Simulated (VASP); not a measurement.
Wanted: the native input for a VASP 6.6.1 run.

```
Task                   : relaxation of cell and atoms
Functional             : PBE
Potentials or basis    : VASP PAW PBE potentials, release 64 (Li_sv, S)
Cutoff                 : 600 eV
k mesh                 : 6 × 6 × 4
Occupations            : gaussian, width 0.1 eV
Spin                   : no spin polarisation
Dipole correction      : no
Further INCAR settings : ALGO = Normal; EDIFF = 1e-06; IBRION = 2; EDIFFG = -0.015; NSW = 100; ISIF = 3
```

The structure of Li3S2 lies in POSCAR:

```
Li3S2
1.0
    4.1650601189      0.0210491837     -0.0602223090
   -2.0643009316      3.5152590566     -0.0209498054
   -0.0811035904     -0.0794037515      5.5261684986
Li S
3 2
Direct
    0.0332675249      0.0389700450     -0.0375756629
    0.3340664894      0.6862814176      0.6850650504
    0.6703201736      0.3188917415      0.3340650755
    0.3157947237      0.6422319772      0.2479276405
    0.6465510884      0.3136248187      0.7705178965
```

These files were run (other wordings do the same):

INCAR

```
SYSTEM = Li3S2
PREC = Accurate ; ENCUT = 600
EDIFF = 1E-6 ; ISMEAR = 0
SIGMA = 0.1 ; LREAL = .False.
LASPH = .True. ; NELM = 60
ALGO = Normal ; ISIF = 3
LWAVE = .False. ; LCHARG = .False.
GGA = PE ; IBRION = 2
NSW = 100 ; EDIFFG = -0.015
```

KPOINTS

```
Automatic mesh
0
Gamma
  6 6 4
  0 0 0
```

Potentials or basis: VASP PAW PBE potentials, release 64 (Li_sv, S).

Run with:

```console
$ cat potpaw_PBE.64/Li_sv/POTCAR potpaw_PBE.64/S/POTCAR > POTCAR
$ mpirun -np 1 vasp_std > vasp.out
```

It gave:

```json
{"Relaxed volume": "15.62 Å³/atom", "Relaxed cell": "a = 4.357 Å, b = 3.913 Å, c = 5.402 Å, α = 79.91°, β = 106.16°, γ = 117.83°", "Space group after relaxing (to 0.05 Å)": "P1 (No. 1)", "Energy gained by relaxing": "79.6 meV/atom", "Ionic steps": "25", "Pressure after relaxing": "0.0 GPa", "Largest force after relaxing": "0.015 eV/Å"}
```

Caveat: the cutoff is under 1.25 times the usual one of these potentials, so pressure, stress and relaxed cells hold a basis-set (Pulay) error.

Wall time 18 min on 1 thread of Intel Xeon 6975P-C (shared host), peak memory 0.29 GiB.
